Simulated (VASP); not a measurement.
# Tl (Fm-3m) in VASP: a series of runs

Runs on Tl. Level: BLYP. Tasks: single point.

Program: VASP 6.6.1. These are calculated values, not measurements. Logs are shortened: lines on timing, memory, paths and dates and some standing lists are left out, and cuts for length are marked.

### 1 The cell of the first run

It takes space group Fm-3m (No. 225, cubic). The conventional cell has a = 5.212 Å, b = 5.212 Å, c = 5.212 Å, α = 90.00°, β = 90.00°, γ = 90.00°. Tl (site symmetry m-3m) has 12 Tl at 3.69 Å within 4.8 Å.

### 2 Single point, BLYP

INCAR reads:

```
SYSTEM = Tl
PREC = Accurate
ENCUT = 520
EDIFF = 1E-6
ISMEAR = -1
SIGMA = 0.1
LREAL = .False.
LASPH = .True.
NELM = 60
ALGO = Normal
ISIF = 2
LWAVE = .False.
LCHARG = .False.
GGA = B5
ALDAX = 1.0
AGGAX = 1.0
AGGAC = 1.0
ALDAC = 0.0
NBANDS = 12
```

KPOINTS reads:

```
regular mesh
0
Gamma
  11 11 11
  0 0 0
```

POSCAR reads:

```
Tl
1.0
    0.0000000000      2.6062140319      2.6062140319
    2.6062140319      0.0000000000      2.6062140319
    2.6062140319      2.6062140319      0.0000000000
Tl
1
Direct
    0.0000000000      0.0000000000      0.0000000000
```

Potentials or basis: VASP PAW PBE potentials, release 64 (Tl_d).

Command:

```
$ cat potpaw_PBE.64/Tl_d/POTCAR > POTCAR
$ mpirun -np 1 vasp_std > vasp.out
```

OUTCAR:

```text
SYSTEM = Tl
   PREC = Accurate
   ENCUT = 520
   EDIFF = 1E-6
   ISMEAR = -1
   LREAL = .False.
   LASPH = .True.
   NELM = 60
   ISIF = 2
   GGA = B5

 ion  position               nearest neighbor table
   1  0.000  0.000  0.000-

  LATTYP: Found a face centered cubic cell.
 ALAT       =     5.2124280638

  Lattice vectors:

 A1 = (   0.0000000000,   2.6062140319,   2.6062140319)
 A2 = (   2.6062140319,   0.0000000000,   2.6062140319)
 A3 = (   2.6062140319,   2.6062140319,   0.0000000000)

Analysis of symmetry for initial positions (statically):
=====================================================================
 Subroutine PRICEL returns:
 Original cell was already a primitive cell.

 Routine SETGRP: Setting up the symmetry group for a
 face centered cubic supercell.

 Subroutine GETGRP returns: Found 48 space group operations
 (whereof 48 operations were pure point group operations)
 out of a pool of 48 trial point group operations.

The static configuration has the point symmetry O_h .

Analysis of symmetry for dynamics (positions and initial velocities):
=====================================================================
 Subroutine PRICEL returns:
 Original cell was already a primitive cell.

 Routine SETGRP: Setting up the symmetry group for a
 face centered cubic supercell.

 Subroutine GETGRP returns: Found 48 space group operations
 (whereof 48 operations were pure point group operations)
 out of a pool of 48 trial point group operations.

The dynamic configuration has the point symmetry O_h .

 Subroutine INISYM returns: Found 48 space group operations
 (whereof 48 operations are pure point group operations),
 and found     1 'primitive' translations

----------------------------------------------------------------------------------------

                                     Primitive cell

  volume of cell :      35.4046

  direct lattice vectors                    reciprocal lattice vectors
     0.000000000  2.606214032  2.606214032    -0.191849170  0.191849170  0.191849170
     2.606214032  0.000000000  2.606214032     0.191849170 -0.191849170  0.191849170
     2.606214032  2.606214032  0.000000000     0.191849170  0.191849170 -0.191849170

  length of vectors
     3.685743230  3.685743230  3.685743230     0.332292511  0.332292511  0.332292511

  position of ions in fractional coordinates (direct lattice)
     0.000000000  0.000000000  0.000000000
[... 81 lines left out ...]
   NFREE  =      0    steps in history (QN), initial steepest desc. (CG)
   ISIF   =      2    stress and relaxation
   ISYM   =      2    0-nonsym 1-usesym 2-fastsym
   POTIM  = 0.5000    time-step for ionic-motion
   TEBEG  =    0.0;   TEEND  =   0.0 temperature during run
   PSTRESS=    0.0 pullay stress
   NELECT =      13.0000    total number of electrons
   NUPDOWN=      -1.0000    fix difference up-down
   EMIN   =  10.00;   EMAX   =-10.00  energy-range for DOS
   EFERMI =   0.00;   METHOD = LEGACY
   ISMEAR =    -1;   SIGMA  =   0.10  broadening in eV -4-tet -1-fermi 0-gaus
   EFERMI_NEDOS =   21; number of points for ismear=-14 and -15
   IALGO  =     38    algorithm
   IMIX   =      4    mixing-type and parameters
     AMIX     =   0.40;   BMIX     =  1.00
     AMIX_MAG =   1.60;   BMIX_MAG =  1.00
  volume/ion in A,a.u.               =      35.40       238.92
  Fermi-wavevector in a.u.,A,eV,Ry     =   1.172292  2.215311 18.698065  1.374269
  Thomas-Fermi vector in A             =   2.308723
   LORBIT       =      0    0 simple, 1 ext, 2 COOP (PROOUT), +10 PAW based schemes
   GGA     = B5    functional components
   LHFCALC =     F    Hartree Fock is set to
   AEXX    =    0.0000 exact exchange contribution
   IVDW    =     0    specifies the selected vdW correction
   LEPSILON=     F    determine dielectric tensor
   LRPA    =     F    only Hartree local field effects (RPA)
 non-spin polarized calculation
  energy-cutoff  :      520.00
  volume of cell :       35.40
 maximum number of plane-waves:       967
   NGX = 13   NGY = 13   NGZ = 13

 number of electron      13.0000001 magnetization

 Free energy of the ion-electron system (eV)
  ---------------------------------------------------
  ext. energy  EPLUGINS =         0.00000000
  ---------------------------------------------------
  free energy    TOTEN  =        -1.69977975 eV

  energy without entropy =       -1.67219664  energy(sigma->0) =       -1.68598820

 E-fermi :   5.0431     XC(G=0):  -8.6271

 val. band max:        5.0016457840   @ k =   0.4545   0.3636   0.0000
 cond. band min:       5.0871320511   @ k =   0.4545   0.1818   0.0909
 fundamental gap:      0.0854862671
 Fermi energy:         5.0431285668

 k-point     1 :       0.0000    0.0000    0.0000
  band No.  band energies     occupation
      1      -6.4109      2.00000
      2      -6.4109      2.00000
      3      -6.4109      2.00000
      4      -6.2523      2.00000
      5      -6.2523      2.00000
      6      -3.7770      2.00000
      7      13.3406      0.00000
      8      13.3406      0.00000
      9      13.3406      0.00000
     10      15.8896      0.00000
     11      17.2228      0.00000
     12      18.3122      0.00000
[... 331 lines left out ...]
 k-point    24 :      -0.1818    0.1818    0.0000
  band No.  band energies     occupation
      1      -6.4128      2.00000
      2      -6.3792      2.00000
      3      -6.3041      2.00000
      4      -6.2892      2.00000
      5      -6.1842      2.00000
      6      -2.2544      2.00000
      7       7.5005      0.00000
      8       9.0814      0.00000
      9      12.8137      0.00000
     10      15.7739      0.00000
     11      17.0331      0.00000
     12      18.1130      0.00000

 [... further k-points ...]

------------------------ aborting loop because EDIFF is reached ----------------------------------------

  FORCE on cell =-STRESS in cart. coord.  units (eV):
  Direction    XX          YY          ZZ          XY          YZ          ZX
  --------------------------------------------------------------------------------------
  -------------------------------------------------------------------------------------
  Total       -0.0020246     -0.0020246     -0.0020246     -0.0000000      0.0000000      0.0000000
  in kB       -0.0916191     -0.0916191     -0.0916191     -0.0000000      0.0000000      0.0000000
  external PRESSURE =      -0.0916191 kB  Pullay stress =       0.0000000 kB

 VOLUME and BASIS-vectors are now :
 -----------------------------------------------------------------------------
  energy-cutoff  :      520.00
  volume of cell :       35.40
      direct lattice vectors                 reciprocal lattice vectors
     0.000000000  2.606214032  2.606214032    -0.191849170  0.191849170  0.191849170
     2.606214032  0.000000000  2.606214032     0.191849170 -0.191849170  0.191849170
     2.606214032  2.606214032  0.000000000     0.191849170  0.191849170 -0.191849170

 POSITION                                       TOTAL-FORCE (eV/Angst)
 -----------------------------------------------------------------------------------
      0.00000      0.00000      0.00000        -0.000000      0.000000     -0.000000
 -----------------------------------------------------------------------------------
    total drift:                               -0.000000     -0.000000     -0.000000

  FREE ENERGIE OF THE ION-ELECTRON SYSTEM (eV)
  ---------------------------------------------------
  free  energy   TOTEN  =        -1.6997797544 eV

  energy  without entropy=       -1.6721966445  energy(sigma->0) =       -1.68598820
```

Run time: 15 s. Hardware: 1 thread of Intel Xeon Platinum 8488C (Sapphire Rapids), shared host; peak memory 0.16 GiB.

Results:

```yaml
Free_energy: -1.6998 eV
Pressure: 0.0 GPa
```

Levels at points of the mesh, in eV from the Fermi level:
```
           k point  band 3  band 4  band 5  band 6  band 7  band 8  band 9  band 10
(0.00, 0.00, 0.00)  -11.45  -11.30  -11.30   -8.82    8.30    8.30    8.30    10.85
```

Caveat: the PAW data sets were made with another functional, which shifts forces and pressure a little; spin-orbit coupling is left out, which moves the levels of the heavy elements.

### 3 Single point, BLYP (volume scaled by 0.88)

INCAR reads:

```
  PREC = Accurate
  ENCUT = 520
  EDIFF = 1E-6
  ISMEAR = -1
  SIGMA = 0.1
  LREAL = False
  LASPH = True
  NELM = 100
  ALGO = Normal
  ISIF = 2
  LWAVE = False
  LCHARG = True
  GGA = B5
  ALDAX = 1.0
  AGGAX = 1.0
  AGGAC = 1.0
  ALDAC = 0.0
  LELF = True
  LVHAR = True
  NBANDS = 12
```

KPOINTS reads:

```
Automatic mesh
0
Gamma
  12 12 12
```

POSCAR reads:

```
Tl
1.0
    0.0000000000      2.4974931328      2.4974931328
    2.4974931328      0.0000000000      2.4974931328
    2.4974931328      2.4974931328      0.0000000000
Tl
1
Direct
    0.0000000000      0.0000000000      0.0000000000
```

Potentials or basis: VASP PAW PBE potentials, release 64 (Tl_d).

Command:

```
$ cat potpaw_PBE.64/Tl_d/POTCAR > POTCAR
$ mpirun -np 1 vasp_std > vasp.out
```

It took 18 s on 1 thread of Intel Xeon Platinum 8488C (Sapphire Rapids), shared host; peak memory 0.17 GiB.

It converged, with:

```
Free energy : -1.6619 eV
Pressure    : 3.2 GPa
```

Levels at points of the mesh, in eV from the Fermi level:
| k point | band 4 | band 5 | band 6 | band 7 | band 8 | band 9 |
| --- | --- | --- | --- | --- | --- | --- |
| (0.00, 0.00, 0.00) | -11.29 | -11.29 | -9.49 | 9.41 | 9.41 | 9.41 |
| (0.50, 0.00, 0.00) | -11.09 | -11.09 | -5.43 | -2.45 | 7.51 | 7.51 |
| (0.50, 0.50, 0.00) | -11.04 | -11.04 | -3.93 | -1.50 | 3.84 | 3.84 |

Caveat: the PAW data sets were made with another functional, which shifts forces and pressure a little; spin-orbit coupling is left out, which moves the levels of the heavy elements.

### 4 Single point, BLYP (volume scaled by 0.92)

INCAR reads:

```
SYSTEM = Tl
PREC     = Accurate       ! precision mode
ENCUT    = 520            ! plane-wave cutoff, eV
EDIFF    = 1E-6           ! SCF threshold, eV
ISMEAR   = -1             ! smearing method
SIGMA    = 0.1            ! smearing width, eV
LREAL    = .False.        ! projectors in reciprocal space
LASPH    = .True.         ! aspherical terms in the spheres
NELM     = 60             ! most SCF steps
ALGO     = Normal         ! electronic algorithm
ISIF     = 2              ! what is computed and relaxed
LWAVE    = .False.        ! write WAVECAR
LCHARG   = .False.        ! write CHGCAR
GGA      = B5             ! functional
ALDAX    = 1.0          
AGGAX    = 1.0          
AGGAC    = 1.0          
ALDAC    = 0.0          
NBANDS   = 12             ! bands
```

KPOINTS reads:

```
regular mesh
0
Gamma
  12 12 12
  0 0 0
```

POSCAR reads:

```
Tl
1.0
    0.0000000000      2.5347746462      2.5347746462
    2.5347746462      0.0000000000      2.5347746462
    2.5347746462      2.5347746462      0.0000000000
Tl
1
Direct
    0.0000000000      0.0000000000      0.0000000000
```

Command:

```
$ cat potpaw_PBE.64/Tl_d/POTCAR > POTCAR
$ mpirun -np 1 vasp_std > vasp.out
```

It took 18 s on 1 thread of Intel Xeon Platinum 8488C (Sapphire Rapids), shared host; peak memory 0.17 GiB.

It converged, with:

- Free energy: -1.6849 eV
- Pressure: 1.9 GPa

Levels at points of the mesh, in eV from the Fermi level:
```tsv
k point	band 4	band 5	band 6	band 7	band 8	band 9
(0.00, 0.00, 0.00)	-11.28	-11.28	-9.24	9.02	9.02	9.02
(0.50, 0.00, 0.00)	-11.10	-11.10	-5.45	-2.30	7.22	7.22
(0.50, 0.50, 0.00)	-11.05	-11.05	-4.05	-1.39	3.73	3.73
```

Caveat: the PAW data sets were made with another functional, which shifts forces and pressure a little; spin-orbit coupling is left out, which moves the levels of the heavy elements.

### 5 Single point, BLYP (volume scaled by 0.96)

INCAR reads:

```
SYSTEM = Tl
PREC = Accurate
ENCUT = 520
EDIFF = 1E-6
ISMEAR = -1
SIGMA = 0.1
LREAL = .False.
LASPH = .True.
NELM = 80
ALGO = Normal
ISIF = 2
LWAVE = .False.
LCHARG = .False.
GGA = B5
ALDAX = 1.0
AGGAX = 1.0
AGGAC = 1.0
ALDAC = 0.0
NBANDS = 12
```

KPOINTS reads:

```
Automatic mesh
0
Gamma
  12 12 12
  0 0 0
```

POSCAR reads:

```
Tl
1.0
    0.0000000000      2.5709906055      2.5709906055
    2.5709906055      0.0000000000      2.5709906055
    2.5709906055      2.5709906055      0.0000000000
Tl
1
Direct
    0.0000000000      0.0000000000      0.0000000000
```

Potentials or basis: VASP PAW PBE potentials, release 64 (Tl_d).

Command:

```
$ cat potpaw_PBE.64/Tl_d/POTCAR > POTCAR
$ mpirun -np 1 vasp_std > vasp.out
```

OUTCAR:

```text
SYSTEM = Tl
   PREC = Accurate
   ENCUT = 520
   EDIFF = 1E-6
   ISMEAR = -1
   LREAL = .False.
   LASPH = .True.
   NELM = 80
   ISIF = 2
   GGA = B5

 ion  position               nearest neighbor table
   1  0.000  0.000  0.000-

  LATTYP: Found a face centered cubic cell.
 ALAT       =     5.1419812110

  Lattice vectors:

 A1 = (   0.0000000000,   2.5709906055,   2.5709906055)
 A2 = (   2.5709906055,   0.0000000000,   2.5709906055)
 A3 = (   2.5709906055,   2.5709906055,   0.0000000000)

Analysis of symmetry for initial positions (statically):
=====================================================================
 Subroutine PRICEL returns:
 Original cell was already a primitive cell.

 Routine SETGRP: Setting up the symmetry group for a
 face centered cubic supercell.

 Subroutine GETGRP returns: Found 48 space group operations
 (whereof 48 operations were pure point group operations)
 out of a pool of 48 trial point group operations.

The static configuration has the point symmetry O_h .

Analysis of symmetry for dynamics (positions and initial velocities):
[... 165 lines left out ...]
      1      -6.0834      2.00000
      2      -6.0834      2.00000
      3      -6.0834      2.00000
      4      -5.9062      2.00000
      5      -5.9062      2.00000
      6      -3.6370      2.00000
      7      14.0290      0.00000
      8      14.0290      0.00000
      9      14.0290      0.00000
     10      16.3287      0.00000
     11      18.0904      0.00000
     12      19.0124      0.00000
[... 331 lines left out ...]
 k-point    24 :      -0.4167    0.1667    0.0000
  band No.  band energies     occupation
      1      -6.1329      2.00000
      2      -6.0610      2.00000
      3      -5.9988      2.00000
      4      -5.8166      2.00000
      5      -5.7642      2.00000
      6       0.1425      2.00000
      7       3.8557      2.00000
      8       9.2939      0.00000
      9      11.5612      0.00000
     10      14.6326      0.00000
     11      18.4411      0.00000
     12      19.1202      0.00000

 [... further k-points ...]

------------------------ aborting loop because EDIFF is reached ----------------------------------------

  FORCE on cell =-STRESS in cart. coord.  units (eV):
  Direction    XX          YY          ZZ          XY          YZ          ZX
  --------------------------------------------------------------------------------------
  -------------------------------------------------------------------------------------
  Total        0.1693792      0.1693792      0.1693792      0.0000000      0.0000000      0.0000000
  in kB        7.9843414      7.9843414      7.9843414      0.0000000      0.0000000      0.0000000
  external PRESSURE =       7.9843414 kB  Pullay stress =       0.0000000 kB

 VOLUME and BASIS-vectors are now :
 -----------------------------------------------------------------------------
  energy-cutoff  :      520.00
  volume of cell :       33.99
      direct lattice vectors                 reciprocal lattice vectors
     0.000000000  2.570990606  2.570990606    -0.194477568  0.194477568  0.194477568
     2.570990606  0.000000000  2.570990606     0.194477568 -0.194477568  0.194477568
     2.570990606  2.570990606  0.000000000     0.194477568  0.194477568 -0.194477568

 POSITION                                       TOTAL-FORCE (eV/Angst)
 -----------------------------------------------------------------------------------
      0.00000      0.00000      0.00000        -0.000000      0.000000     -0.000000
 -----------------------------------------------------------------------------------
    total drift:                               -0.000000     -0.000000     -0.000000

  FREE ENERGIE OF THE ION-ELECTRON SYSTEM (eV)
  ---------------------------------------------------
  free  energy   TOTEN  =        -1.6972520721 eV

  energy  without entropy=       -1.6732755892  energy(sigma->0) =       -1.68526383
```

OSZICAR:

```text
N       E                     dE             d eps       ncg     rms          rms(c)
DAV:   1     0.501364016604E+02    0.50136E+02   -0.65819E+03  1840   0.917E+02
DAV:   2    -0.113131443636E+01   -0.51268E+02   -0.50326E+02  1920   0.207E+02
DAV:   3    -0.173332545946E+01   -0.60201E+00   -0.60157E+00  2112   0.204E+01
DAV:   4    -0.173655816171E+01   -0.32327E-02   -0.32326E-02  2052   0.172E+00
DAV:   5    -0.173660539254E+01   -0.47231E-04   -0.47231E-04  2092   0.202E-01    0.117E+00
DAV:   6    -0.170167367870E+01    0.34932E-01   -0.64685E-02  1984   0.229E+00    0.709E-01
DAV:   7    -0.169741168666E+01    0.42620E-02   -0.14119E-02  2024   0.106E+00    0.433E-01
DAV:   8    -0.169724840311E+01    0.16328E-03   -0.31897E-04  2008   0.163E-01    0.442E-02
DAV:   9    -0.169724724286E+01    0.11602E-05   -0.12042E-05  2068   0.316E-02    0.603E-03
DAV:  10    -0.169725216744E+01   -0.49246E-05   -0.52016E-06  1956   0.159E-02    0.145E-03
DAV:  11    -0.169725207213E+01    0.95306E-07   -0.55866E-08  1348   0.175E-03
   1 F= -.16972521E+01 E0= -.16852638E+01  d E =-.239765E-01
```

Wall time 17 s (1 thread of Intel Xeon Platinum 8488C (Sapphire Rapids), shared host); peak memory 0.16 GiB.

What came out:

- Free energy: -1.6973 eV
- Pressure: 0.8 GPa

Levels at points of the mesh, in eV from the Fermi level:
```
           k point  band 3  band 4  band 5  band 6  band 7  band 8  band 9  band 10
(0.00, 0.00, 0.00)  -11.46  -11.28  -11.28   -9.01    8.65    8.65    8.65    10.95
(0.50, 0.00, 0.00)  -11.45  -11.12  -11.12   -5.47   -2.16    6.94    6.94    10.44
(0.50, 0.50, 0.00)  -11.13  -11.08  -11.08   -4.16   -1.30    3.63    3.63     7.08
```

Caveat: the PAW data sets were made with another functional, which shifts forces and pressure a little; spin-orbit coupling is left out, which moves the levels of the heavy elements.

### 6 Summary

| cell | k mesh | gap on the mesh (eV) | pressure (GPa) |
| --- | --- | --- | --- |
| a = 3.686 Å, angles 60.0°, 1 atom | 11 × 11 × 11 | none | 0.0 |
| a = 3.532 Å, angles 60.0°, 1 atom | 12 × 12 × 12 | none | 3.2 |
| a = 3.585 Å, angles 60.0°, 1 atom | 12 × 12 × 12 | none | 1.9 |
| a = 3.636 Å, angles 60.0°, 1 atom | 12 × 12 × 12 | none | 0.8 |

Alike in all rows: task single point; level BLYP; potentials or basis VASP PAW PBE potentials, release 64 (Tl_d); no spin polarisation; cutoff (eV) 520; smearing fermi-dirac 0.1 eV.

Caveats: the PAW data sets were made with another functional, which shifts forces and pressure a little; spin-orbit coupling is left out, which moves the levels of the heavy elements.

Total energies depend on the potentials used, so only differences within one code and one set of settings carry meaning.
